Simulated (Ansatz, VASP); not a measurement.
## Two plane-wave programs on MoF

```xyz
2
Lattice="0.0000 2.3432 2.3432 2.3432 0.0000 2.3432 2.3432 2.3432 0.0000" Properties=species:S:1:pos:R:3 pbc="T T T"
Mo    0.0000    0.0000    0.0000
F     2.3432    2.3432    2.3432
```

Alike in both runs: task relaxation of cell and atoms; functional PBE; k mesh 6 × 6 × 6; occupations gaussian, width 0.1 eV; collinear spin.

```csv
,VASP,Ansatz
version,VASP 6.6.1,Ansatz 0.2.0
potentials or method,"VASP PAW PBE potentials, release 64 (Mo_sv, F), cutoff 600 eV","scalar-relativistic, plane waves, PAW"
valence electrons in the cell,21,21
```

```csv
,VASP,Ansatz,Ansatz less VASP
"gap on the k mesh at the Fermi level, each at its own relaxed structure (eV)",none,none,-
net moment per atom (μB),1.10,1.11,+0.007
size of the moment on the site where the two differ most (μB),1.87,1.49,-0.381
relaxed volume (Å³/atom),13.74,13.74,+0.007
relaxed cell length with the largest relative difference (Å),3.387,3.388,+0.0006
```

Site moments also hang on the region over which each program counts them. A gap of «none» marks a metal or a gap that the smearing closes.

The k mesh is coarse, so the values compare programs but aren't converged.
